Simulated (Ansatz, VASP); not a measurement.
# Sb in VASP and in Ansatz

Contents of INCAR:

```
SYSTEM = Sb
PREC = Accurate ; ENCUT = 520
EDIFF = 1E-6 ; ISMEAR = -1
SIGMA = 0.08 ; LREAL = .FALSE.
LASPH = .TRUE. ; NELM = 100
ALGO = Normal ; ISIF = 2
LWAVE = .FALSE. ; LCHARG = .FALSE.
GGA = PE ; NBANDS = 12
```

Contents of KPOINTS:

```
regular mesh
0
G
  15 15 15
  0 0 0
```

POSCAR

```
Sb
1.0
   -2.7576953156      2.7576953156      1.4552639948
    2.7576953156     -2.7576953156      1.4552639948
    2.7576953156      2.7576953156     -1.4552639948
Sb
2
Direct
   -0.3750000000     -0.1250000000     -0.2500000000
    0.3750000000      0.1250000000      0.2500000000
```

Input for Ansatz:

```yaml
crystal:
  lattice:
    - [-2.7576953156, 2.7576953156, 1.4552639948]
    - [2.7576953156, -2.7576953156, 1.4552639948]
    - [2.7576953156, 2.7576953156, -1.4552639948]
  atoms:
    - { symbol: Sb, position: [-0.375, -0.125, -0.25] }
    - { symbol: Sb, position: [0.375, 0.125, 0.25] }
kpoints:
  mp_grid: { grid: [15, 15, 15] }
scf:
  occupations: { method: fermi_dirac, width: 0.08 }
hamiltonian:
  xc: pbe
  pseudopotentials: { kind: all_electron, lapw: { basis_error: 0.001 } }
output:
  forces: true
  stress: true
  eigenvalues: true
  populations: true
```

Change from the starting cell: volume scaled by 0.75, LAPW.

Alike in both runs: task single point; functional PBE; k mesh 15 × 15 × 15; occupations fermi-dirac, width 0.08 eV; no spin polarisation.

|  | VASP | Ansatz |
| --- | --- | --- |
| version | VASP 6.6.1 | Ansatz 0.2.0 |
| potentials or method | VASP PAW PBE potentials, release 64 (Sb), cutoff 520 eV | all-electron LAPW, scalar-relativistic |

Ansatz gave:

* pressure (GPa): 31.0

Q: Estimate VASP's values.

A: Pressure (GPa): 31.4.

Both programs put the cell under a high pressure, so it lies far from rest at this level. Ansatz ran all-electron here, and VASP with PAW potentials.

Spin-orbit coupling is off throughout.
